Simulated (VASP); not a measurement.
# KTaO3 (Pm-3m) in VASP: single point with PBE0

Aim: the single point of KTaO3 with PBE0.

Program: VASP 6.6.1. These are calculated values, not measurements. Logs are shortened: lines on timing, memory, paths and dates and some standing lists are left out, and cuts for length are marked.

## 1. The cell of the first run

The structure is cubic, space group Pm-3m (No. 221). The conventional cell has a = 4.023 Å, b = 4.023 Å, c = 4.023 Å, α = 90.00°, β = 90.00°, γ = 90.00°. K (site symmetry m-3m) has 12 O at 2.84 Å and 8 Ta at 3.48 Å within 3.7 Å. Ta (site symmetry m-3m) has 6 O at 2.01 Å within 2.7 Å. Within 2.7 Å of O (site symmetry 4/mmm) lie 2 Ta at 2.01 Å.

## 2. Single point, PBE0

POSCAR reads:

```
KTaO3
1.0
    8.0464028672      0.0000000000      0.0000000000
    0.0000000000      8.0464028672      0.0000000000
    0.0000000000      0.0000000000      8.0464028672
K Ta O
8 8 24
Direct
    0.2500000000      0.2500000000      0.2500000000
    0.2500000000      0.2500000000      0.7500000000
    0.2500000000      0.7500000000      0.2500000000
    0.2500000000      0.7500000000      0.7500000000
    0.7500000000      0.2500000000      0.2500000000
    0.7500000000      0.2500000000      0.7500000000
    0.7500000000      0.7500000000      0.2500000000
    0.7500000000      0.7500000000      0.7500000000
    0.0000000000      0.0000000000      0.0000000000
    0.0000000000      0.0000000000      0.5000000000
    0.0000000000      0.5000000000      0.0000000000
    0.0000000000      0.5000000000      0.5000000000
    0.5000000000      0.0000000000      0.0000000000
    0.5000000000      0.0000000000      0.5000000000
    0.5000000000      0.5000000000      0.0000000000
    0.5000000000      0.5000000000      0.5000000000
    0.0000000000      0.2500000000      0.0000000000
    0.0000000000      0.0000000000      0.2500000000
    0.2500000000      0.0000000000      0.0000000000
    0.0000000000      0.2500000000      0.5000000000
    0.0000000000      0.0000000000      0.7500000000
    0.2500000000      0.0000000000      0.5000000000
    0.0000000000      0.7500000000      0.0000000000
    0.0000000000      0.5000000000      0.2500000000
    0.2500000000      0.5000000000      0.0000000000
    0.0000000000      0.7500000000      0.5000000000
    0.0000000000      0.5000000000      0.7500000000
    0.2500000000      0.5000000000      0.5000000000
    0.5000000000      0.2500000000      0.0000000000
    0.5000000000      0.0000000000      0.2500000000
    0.7500000000      0.0000000000      0.0000000000
    0.5000000000      0.2500000000      0.5000000000
    0.5000000000      0.0000000000      0.7500000000
    0.7500000000      0.0000000000      0.5000000000
    0.5000000000      0.7500000000      0.0000000000
    0.5000000000      0.5000000000      0.2500000000
    0.7500000000      0.5000000000      0.0000000000
    0.5000000000      0.7500000000      0.5000000000
    0.5000000000      0.5000000000      0.7500000000
    0.7500000000      0.5000000000      0.5000000000
```

INCAR.step1 reads:

```
PREC = Accurate
ENCUT = 520
EDIFF = 1E-5
ISMEAR = 0
SIGMA = 0.01
LREAL = Auto
LASPH = True
NELM = 120
ALGO = Normal
ISIF = 2
LWAVE = True
LCHARG = False
GGA = PE
NBANDS = 178
GGA_COMPAT = False
```

INCAR.step2 reads:

```
PREC = Accurate
ENCUT = 520
EDIFF = 1E-6
ISMEAR = 0
SIGMA = 0.01
LREAL = Auto
LASPH = True
NELM = 120
ALGO = Normal
ISIF = 2
LWAVE = False
LCHARG = False
GGA = PE
LHFCALC = True
AEXX = 0.25
PRECFOCK = Fast
ISTART = 1
NBANDS = 178
GGA_COMPAT = False
```

KPOINTS reads:

```
regular mesh
0
Gamma
  1 1 1
```

Potentials or basis: VASP PAW PBE potentials, release 64 (K_sv, Ta_pv, O).

Command:

```sh
$ cat potpaw_PBE.64/K_sv/POTCAR potpaw_PBE.64/Ta_pv/POTCAR potpaw_PBE.64/O/POTCAR > POTCAR
$ cp INCAR.step1 INCAR
$ mpirun -np 1 vasp_gam > vasp.out
$ cp INCAR.step2 INCAR
$ mpirun -np 1 vasp_gam > vasp.out
```

OUTCAR:

```text
PREC = Accurate
   ENCUT = 520
   EDIFF = 1E-6
   ISMEAR = 0
   LREAL = Auto
   LASPH = True
   NELM = 120
   ISIF = 2
   GGA = PE
   LHFCALC = True
   AEXX = 0.25
   PRECFOCK = Fast
   ISTART = 1

 ion  position               nearest neighbor table
   1  0.250  0.250  0.250-  17 2.84  18 2.84  19 2.84  20 2.84  22 2.84  24 2.84  25 2.84  28 2.84
                            29 2.84  30 2.84  32 2.84  36 2.84  13 3.48  14 3.48  15 3.48  16 3.48
   2  0.250  0.250  0.750-  17 2.84  19 2.84  20 2.84  21 2.84  22 2.84  25 2.84  27 2.84  28 2.84
                            29 2.84  32 2.84  33 2.84  39 2.84  13 3.48  14 3.48  15 3.48  16 3.48
   3  0.250  0.750  0.250-  18 2.84  19 2.84  22 2.84  23 2.84  24 2.84  25 2.84  26 2.84  28 2.84
                            30 2.84  35 2.84  36 2.84  38 2.84  13 3.48  14 3.48  15 3.48  16 3.48
   4  0.250  0.750  0.750-  19 2.84  21 2.84  22 2.84  23 2.84  25 2.84  26 2.84  27 2.84  28 2.84
                            33 2.84  35 2.84  38 2.84  39 2.84  13 3.48  14 3.48  15 3.48  16 3.48
   5  0.750  0.250  0.250-  17 2.84  18 2.84  20 2.84  24 2.84  29 2.84  30 2.84  31 2.84  32 2.84
                            34 2.84  36 2.84  37 2.84  40 2.84  13 3.48  14 3.48  15 3.48  16 3.48
   6  0.750  0.250  0.750-  17 2.84  20 2.84  21 2.84  27 2.84  29 2.84  31 2.84  32 2.84  33 2.84
                            34 2.84  37 2.84  39 2.84  40 2.84  13 3.48  14 3.48  15 3.48  16 3.48
   7  0.750  0.750  0.250-  18 2.84  23 2.84  24 2.84  26 2.84  30 2.84  31 2.84  34 2.84  35 2.84
                            36 2.84  37 2.84  38 2.84  40 2.84  13 3.48  14 3.48  15 3.48  16 3.48
   8  0.750  0.750  0.750-  21 2.84  23 2.84  26 2.84  27 2.84  31 2.84  33 2.84  34 2.84  35 2.84
                            37 2.84  38 2.84  39 2.84  40 2.84  13 3.48  14 3.48  15 3.48  16 3.48
   9  0.000  0.000  0.000-  17 2.01  18 2.01  19 2.01  21 2.01  23 2.01  31 2.01   7 3.48   8 3.48
[... 45 lines left out ...]
 A1 = (   8.0464028672,   0.0000000000,   0.0000000000)
 A2 = (   0.0000000000,   8.0464028672,   0.0000000000)
 A3 = (   0.0000000000,   0.0000000000,   8.0464028672)

Analysis of symmetry for initial positions (statically):
=====================================================================
 Subroutine PRICEL returns following result:

  LATTYP: Found a simple cubic cell.
 ALAT       =     4.0232014336

  Lattice vectors:

 A1 = (   4.0232014336,   0.0000000000,   0.0000000000)
 A2 = (   0.0000000000,   4.0232014336,   0.0000000000)
 A3 = (   0.0000000000,   0.0000000000,   4.0232014336)

   8 primitive cells build up your supercell.

 Routine SETGRP: Setting up the symmetry group for a
 simple cubic supercell.

 Subroutine GETGRP returns: Found 48 space group operations
 (whereof 48 operations were pure point group operations)
 out of a pool of 48 trial point group operations.

The static configuration has the point symmetry O_h .

Analysis of symmetry for dynamics (positions and initial velocities):
=====================================================================
 Subroutine PRICEL returns following result:

  LATTYP: Found a simple cubic cell.
 ALAT       =     4.0232014336

  Lattice vectors:

 A1 = (   4.0232014336,   0.0000000000,   0.0000000000)
 A2 = (   0.0000000000,   4.0232014336,   0.0000000000)
 A3 = (   0.0000000000,   0.0000000000,   4.0232014336)

   8 primitive cells build up your supercell.

 Routine SETGRP: Setting up the symmetry group for a
 simple cubic supercell.

 Subroutine GETGRP returns: Found 48 space group operations
 (whereof 48 operations were pure point group operations)
 out of a pool of 48 trial point group operations.

The dynamic configuration has the point symmetry O_h .

 Subroutine INISYM returns: Found 48 space group operations
 (whereof 48 operations are pure point group operations),
 and found     8 'primitive' translations

----------------------------------------------------------------------------------------

                                     Primitive cell

  volume of cell :      65.1201

  direct lattice vectors                    reciprocal lattice vectors
     4.023201434  0.000000000  0.000000000     0.248558273  0.000000000  0.000000000
     0.000000000  4.023201434  0.000000000     0.000000000  0.248558273  0.000000000
[... 23 lines left out ...]

Automatic generation of k-mesh.
 Grid dimensions read from file:
 generate k-points for:    1    1    1

 Generating k-lattice:

  Cartesian coordinates                     Fractional coordinates (reciprocal lattice)
     0.124279136  0.000000000  0.000000000     1.000000000  0.000000000  0.000000000
     0.000000000  0.124279136  0.000000000     0.000000000  1.000000000  0.000000000
     0.000000000  0.000000000  0.124279136     0.000000000  0.000000000  1.000000000

  Length of vectors
     0.124279136  0.124279136  0.124279136

  Shift w.r.t. Gamma in fractional coordinates (k-lattice)
     0.000000000  0.000000000  0.000000000

 Subroutine IBZKPT returns following result:
 ===========================================

 Found      1 irreducible k-points:

 Following reciprocal coordinates:
            Coordinates               Weight
  0.000000  0.000000  0.000000      1.000000
   k-points           NKPTS =      1   k-points in BZ     NKDIM =      1   number of bands    NBANDS=    178
   number of dos      NEDOS =    301   number of ions     NIONS =     40
   total plane-waves  NPLWV = 216000
   dimension x,y,z NGX =    60 NGY =   60 NGZ =   60
   dimension x,y,z NGXF=   120 NGYF=  120 NGZF=  120
   ions per type =               8   8  24
   NGX,Y,Z   is equivalent  to a cutoff of  12.40, 12.40, 12.40 a.u.
   NGXF,Y,Z  is equivalent  to a cutoff of  24.79, 24.79, 24.79 a.u.
 SYSTEM =  unknown system
   PREC   = accura    normal or accurate (medium, high low for compatibility)
   ISTART =      1    job   : 0-new  1-cont  2-samecut
   ICHARG =      0    charge: 1-file 2-atom 10-const
   ISPIN  =      1    spin polarized calculation?
   LNONCOLLINEAR =      F non collinear calculations
   LSORBIT =      F    spin-orbit coupling
   LASPH  =      T    aspherical Exc in radial PAW
   ENCUT  =  520.0 eV  38.22 Ry    6.18 a.u.  14.96 14.96 14.96*2*pi/ulx,y,z
   NELM   =    120;   NELMIN=  2; NELMDL=  0     # of ELM steps
   EDIFF  = 0.1E-05   stopping-criterion for ELM
   LREAL  =      T    real-space projection
   EDIFFG = 0.1E-04   stopping-criterion for IOM
   NSW    =      0    number of steps for IOM
   IBRION =     -1    ionic relax: 0-MD 1-quasi-New 2-CG
   NFREE  =      0    steps in history (QN), initial steepest desc. (CG)
   ISIF   =      2    stress and relaxation
   ISYM   =      3    0-nonsym 1-usesym 2-fastsym
   POTIM  = 0.5000    time-step for ionic-motion
   TEBEG  =    0.0;   TEEND  =   0.0 temperature during run
   PSTRESS=    0.0 pullay stress
   NELECT =     304.0000    total number of electrons
   NUPDOWN=      -1.0000    fix difference up-down
   EMIN   =  10.00;   EMAX   =-10.00  energy-range for DOS
   EFERMI =   0.00;   METHOD = LEGACY
   ISMEAR =     0;   SIGMA  =   0.01  broadening in eV -4-tet -1-fermi 0-gaus
   EFERMI_NEDOS =   21; number of points for ismear=-14 and -15
   IALGO  =     38    algorithm
   IMIX   =      1    mixing-type and parameters
     AMIX     =   0.40;   BMIX     =  1.00
     AMIX_MAG =   1.60;   BMIX_MAG =  1.00
  volume/ion in A,a.u.               =      13.02        87.89
  Fermi-wavevector in a.u.,A,eV,Ry     =   1.368036  2.585214 25.463616  1.871523
  Thomas-Fermi vector in A             =   2.494036
   LORBIT       =      0    0 simple, 1 ext, 2 COOP (PROOUT), +10 PAW based schemes
   GGA     = PE    functional components
   LHFCALC =     T    Hartree Fock is set to
   PRECFOCK=fast      Normal, Fast or Accurate (Low or Medium for compatibility)
   ENCUT4O =  -1.0   cutoff for four orbital integrals eV
   NKREDX  =     1    reduce k-point grid by
   NKREDY  =     1    reduce k-point grid by
   NKREDZ  =     1    reduce k-point grid by
   AEXX    =    0.2500 exact exchange contribution
   HFSCREEN=    0.0000 screening length (either q_TF or 0.3 A-1)
   HFSCREENC=   0.0000 screening length for correlation (either q_TF or 0.3 A-1)
   ENCUTFOCK=  -1.0 apply spherical cutoff to Coloumb kernel
   IVDW    =     0    specifies the selected vdW correction
   LEPSILON=     F    determine dielectric tensor
   LRPA    =     F    only Hartree local field effects (RPA)
 non-spin polarized calculation
 Gauss-broadening in eV      SIGMA  =   0.01
  energy-cutoff  :      520.00
  volume of cell :      520.96
 maximum number of plane-waves:      6975
 NGX is ok and might be reduce to    60
  NGX = 30; NGY = 30; NGZ = 30

 number of electron     303.9999829 magnetization

 Free energy of the ion-electron system (eV)
  ---------------------------------------------------
  ext. energy  EPLUGINS =         0.00000000
  ---------------------------------------------------
  free energy    TOTEN  =      -413.66732498 eV

  energy without entropy =     -413.66732498  energy(sigma->0) =     -413.66732498

 E-fermi :   0.2639     XC(G=0):  -8.4472

 val. band max:        0.2138250644   @ k =   0.0000   0.0000   0.0000
 cond. band min:       4.1834782239   @ k =   0.0000   0.0000   0.0000
 fundamental gap:      3.9696531596
 Fermi energy:         0.2639149174

 k-point     1 :       0.0000    0.0000    0.0000
  band No.  band energies     occupation
      1     -36.5319      2.00000
      2     -36.5319      2.00000
      3     -36.5319      2.00000
      4     -36.5248      2.00000
      5     -36.5248      2.00000
      6     -36.5248      2.00000
[... 156 lines left out ...]
    163       7.1458      0.00000
    164       7.1458      0.00000
 [bands above 164 left out]

------------------------ aborting loop because EDIFF is reached ----------------------------------------

  FORCE on cell =-STRESS in cart. coord.  units (eV):
  Direction    XX          YY          ZZ          XY          YZ          ZX
  --------------------------------------------------------------------------------------
  -------------------------------------------------------------------------------------
  Total      -13.5424829    -13.5424829    -13.5424829      0.0000000     -0.0000000      0.0000000
  in kB      -41.6489023    -41.6489023    -41.6489023      0.0000000     -0.0000000      0.0000000
  external PRESSURE =     -41.6489023 kB  Pullay stress =       0.0000000 kB

 VOLUME and BASIS-vectors are now :
 -----------------------------------------------------------------------------
  energy-cutoff  :      520.00
  volume of cell :      520.96
      direct lattice vectors                 reciprocal lattice vectors
     8.046402867  0.000000000  0.000000000     0.124279136  0.000000000  0.000000000
     0.000000000  8.046402867  0.000000000     0.000000000  0.124279136  0.000000000
     0.000000000  0.000000000  8.046402867     0.000000000  0.000000000  0.124279136

 POSITION                                       TOTAL-FORCE (eV/Angst)
 -----------------------------------------------------------------------------------
      2.01160      2.01160      2.01160         0.000000      0.000000      0.000000
      2.01160      2.01160      6.03480         0.000000      0.000000     -0.000000
      2.01160      6.03480      2.01160         0.000000     -0.000000      0.000000
      2.01160      6.03480      6.03480         0.000000     -0.000000     -0.000000
      6.03480      2.01160      2.01160        -0.000000      0.000000      0.000000
      6.03480      2.01160      6.03480         0.000000      0.000000     -0.000000
[... 32 lines left out ...]
      4.02320      4.02320      6.03480        -0.000000     -0.000000     -0.000000
      6.03480      4.02320      4.02320        -0.000000      0.000000      0.000000
 -----------------------------------------------------------------------------------
    total drift:                               -0.000004      0.000011     -0.000007

  FREE ENERGIE OF THE ION-ELECTRON SYSTEM (eV)
  ---------------------------------------------------
  free  energy   TOTEN  =      -413.6673249824 eV

  energy  without entropy=     -413.6673249824  energy(sigma->0) =     -413.66732498
```

It took 21 min on 1 thread of Intel Xeon 8259CL, shared host; peak memory 0.57 GiB.

What came out:

```
Free energy            : -413.6673 eV
Pressure               : -4.2 GPa
Band gap on the k mesh : 3.97 eV
```

Levels at points of the mesh, in eV from the valence-band top:
```csv
k point,band 148,band 149,band 150,band 151,band 152,band 153,band 154,band 155,band 156,band 157
"(0.00, 0.00, 0.00)",-0.04,-0.04,0.00,0.00,0.00,3.97,3.97,3.97,4.11,4.11
```

Caveat: the k points lie up to 0.78 Å⁻¹ apart; the PAW data sets were made with another functional, which shifts forces and pressure a little; spin-orbit coupling is left out, which moves the levels of the heavy elements; an odd mesh through Γ misses points on the zone boundary, where band edges can lie.
